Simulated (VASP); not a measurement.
CsH: single point with LDA

Crystal: CsH.

```
Cs H
1.0
     0.00000    2.93296    3.31552
     2.93296    0.00000    3.31552
     2.93296    2.93296    0.00000
Cs H
1 1
Direct
  0.00000 0.00000 0.00000
  0.50000 0.50000 0.50000
```

This cell differs from its parent crystal: strain -0.080 along x and y, +0.040 along z.

```json
{
  "Program": "VASP 6.6.1",
  "Task": "single point",
  "Functional": "LDA",
  "Potentials or basis": "VASP PAW LDA potentials, release 64 (Cs_sv, H)",
  "Cutoff": "520 eV",
  "k mesh": "8 × 8 × 8",
  "Occupations": "gaussian, width 0.05 eV",
  "Spin": "no spin polarisation",
  "Dipole correction": "no",
  "Further INCAR settings": "ALGO = Normal; EDIFF = 1e-07; NBANDS = 12"
}
```

```
Pressure               : 0.4 GPa
Band gap on the k mesh : 1.64 eV, direct
```

Stress tensor (GPa, compression positive):
```
 1.56  0.00  0.00
 0.00  1.56  0.00
 0.00  0.00 -1.79
```

Levels at points of the mesh, in eV from the valence-band top:
```csv
k point,band 1,band 2,band 3,band 4,band 5,band 6,band 7,band 8,band 9,band 10
"(0.00, 0.00, 0.00)",-21.63,-8.02,-7.86,-7.86,-2.23,4.45,4.85,5.16,5.16,7.47
"(0.50, 0.00, 0.00)",-21.49,-9.18,-8.20,-7.91,0.00,1.64,3.99,4.88,7.19,8.21
"(0.50, 0.50, 0.00)",-21.50,-9.03,-8.13,-8.13,-1.70,2.72,4.99,8.50,8.86,9.00
"(0.50, 0.00, 0.50)",-21.43,-8.94,-8.47,-8.33,-1.75,2.41,6.11,7.40,7.62,8.32
```

Wall time 23 s on 1 thread of AMD EPYC 9R14 (Zen 4) (shared host), peak memory 0.15 GiB.

Caveat: the cell differs from its parent crystal (strain -0.080 along x and y, +0.040 along z); spin-orbit coupling is left out, which moves the levels of the heavy elements. A k mesh can miss the band edges.
